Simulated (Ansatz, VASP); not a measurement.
## CuI: VASP beside Ansatz

POSCAR

```
CuI
1.0
    0.0000000000      3.0315000000      3.0315000000
    3.0315000000      0.0000000000      3.0315000000
    3.0315000000      3.0315000000      0.0000000000
I Cu
1 1
Direct
    0.0000000000      0.0000000000      0.0000000000
    0.7500000000      0.7500000000      0.7500000000
```

File INCAR.step1:

```
SYSTEM = CuI
PREC = Accurate
ENCUT = 520
ISMEAR = 1
SIGMA = 0.05
LREAL = .False.
LASPH = .True.
NELM = 100
NBANDS = 16
GGA = PE
ALGO = Normal
EDIFF = 1E-4
LWAVE = .True.
LCHARG = .False.
```

Contents of INCAR.step2:

```
SYSTEM = CuI
PREC = Accurate
ENCUT = 520
EDIFF = 1E-7
ISMEAR = 1
SIGMA = 0.05
LREAL = .False.
LASPH = .True.
NELM = 100
ALGO = Normal
ISIF = 2
LWAVE = .False.
LCHARG = .False.
METAGGA = R2SCAN
LMIXTAU = .True.
IVDW = 13
VDW_S6 = 1.0
VDW_S8 = 0.6018749
VDW_A1 = 0.51559235
VDW_A2 = 5.77342911
NBANDS = 16
ISTART = 1
```

Contents of KPOINTS:

```
regular mesh
0
Gamma
  8 8 8
  0 0 0
```

Contents of input.yaml:

```yaml
crystal:
  lattice:
    - [0.0, 3.0315, 3.0315]
    - [3.0315, 0.0, 3.0315]
    - [3.0315, 3.0315, 0.0]
  atoms:
    - { symbol: I, position: [0.0, 0.0, 0.0] }
    - { symbol: Cu, position: [0.75, 0.75, 0.75] }
hamiltonian:
  xc: r2scan
  pseudopotentials: { kind: paw }
  dispersion: d4
kpoints:
  mp_grid: { grid: [8, 8, 8] }
scf:
  occupations: { method: methfessel_paxton, width: 0.05 }
output:
  forces: true
  stress: true
  eigenvalues: true
  bader: true
  populations: intrinsic
```

Alike in both runs: functional r2SCAN; dispersion D4; k mesh 8 × 8 × 8; occupations methfessel-paxton of order 1, width 0.05 eV; no spin polarisation.

```csv
,VASP,Ansatz
version,VASP 6.6.1,Ansatz 0.2.0
potentials or method,"VASP PAW PBE potentials, release 64 (I, Cu)",Ansatz PAW
plane-wave cutoff (eV),520,500
valence electrons in the cell,18,36
task,single point,atomic charges
```

|  | VASP | Ansatz | Ansatz less VASP |
| --- | --- | --- | --- |
| gap on the k mesh at the Fermi level (eV) | 1.61 | 1.61 | -0.004 |
| least direct gap on the mesh (eV) | 1.61 | 1.61 | -0.004 |
| pressure (GPa) | -1.5 | -1.5 | +0.03 |

VASP's potentials were made for PBE, not for r2SCAN. VASP's potentials hold 18 valence electrons a cell and Ansatz's 36, so a difference there can come from the potentials and not from the codes.

Neither program's run includes spin-orbit coupling.
